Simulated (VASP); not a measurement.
Write the native input for VASP 6.6.1 that does the following.

* Task: relaxation of cell and atoms
* Functional: PBE
* Potentials or basis: VASP PAW PBE potentials, release 64 (Ir)
* Cutoff: 600 eV
* k mesh: 11 × 11 × 6
* Occupations: fermi-dirac, width 0.05 eV
* Spin: no spin polarisation
* Target pressure: 10 GPa
* Dipole correction: no
* Further INCAR settings: ALGO = Normal; EDIFF = 1e-06; IBRION = 2; EDIFFG = -0.01; NSW = 60; ISIF = 3

The structure of Ir lies in POSCAR:

```
Ir
1.0
    2.7513778946      0.0000000000      0.0000000000
   -1.3756889473      2.3827631521      0.0000000000
    0.0000000000      0.0000000000      4.4622900000
Ir
2
Direct
    0.3333333333      0.6666666667      0.2500000000
    0.6666666667      0.3333333333      0.7500000000
```

These files were run (other wordings do the same):

INCAR

```
SYSTEM = Ir
ALGO     = Normal         ! electronic algorithm
EDIFF    = 1E-6           ! SCF threshold, eV
EDIFFG   = -0.01          ! ionic threshold
ENCUT    = 600            ! plane-wave cutoff, eV
GGA      = PE             ! functional
IBRION   = 2              ! ionic algorithm
ISIF     = 3              ! what is computed and relaxed
ISMEAR   = -1             ! smearing method
LASPH    = .True.         ! aspherical terms in the spheres
LCHARG   = .False.        ! write CHGCAR
LREAL    = .False.        ! projectors in reciprocal space
LWAVE    = .False.        ! write WAVECAR
NELM     = 100            ! most SCF steps
NSW      = 60             ! ionic steps
PREC     = Accurate       ! precision mode
PSTRESS  = 100.0        
SIGMA    = 0.05           ! smearing width, eV
```

KPOINTS

```
k-points
0
Gamma
  11 11 6
  0 0 0
```

Potentials or basis: VASP PAW PBE potentials, release 64 (Ir).

Run with:

```console
$ cat potpaw_PBE.64/Ir/POTCAR > POTCAR
$ mpirun -np 1 vasp_std > vasp.out
```

Results of the run:

```yaml
Relaxed_volume: 14.21 Å³/atom
Relaxed_cell: a = 2.725 Å, b = 2.725 Å, c = 4.419 Å, α = 90.00°, β = 90.00°, γ = 120.00°
Space_group_after_relaxing_to_0.05_Å: P6_3/mmc (No. 194)
Energy_change_on_relaxing_the_enthalpy_is_what_falls: +11.5 meV/atom
Ionic_steps: 4
Pressure_after_relaxing: 9.9 GPa
Band_gap_on_the_k_mesh: zero (band 9 reaches 11.41 eV, above the bottom of band 10 at 8.18 eV)
```

Caveat: the cell is relaxed towards a set pressure, so the enthalpy falls and the energy may rise; spin-orbit coupling is left out, which moves the levels of the heavy elements.

It took 68 s on 1 thread of Intel(R) Xeon(R) Platinum 8259CL CPU @ 2.50GHz (Skylake/Cascade Lake) (shared host), peak memory 0.18 GiB.
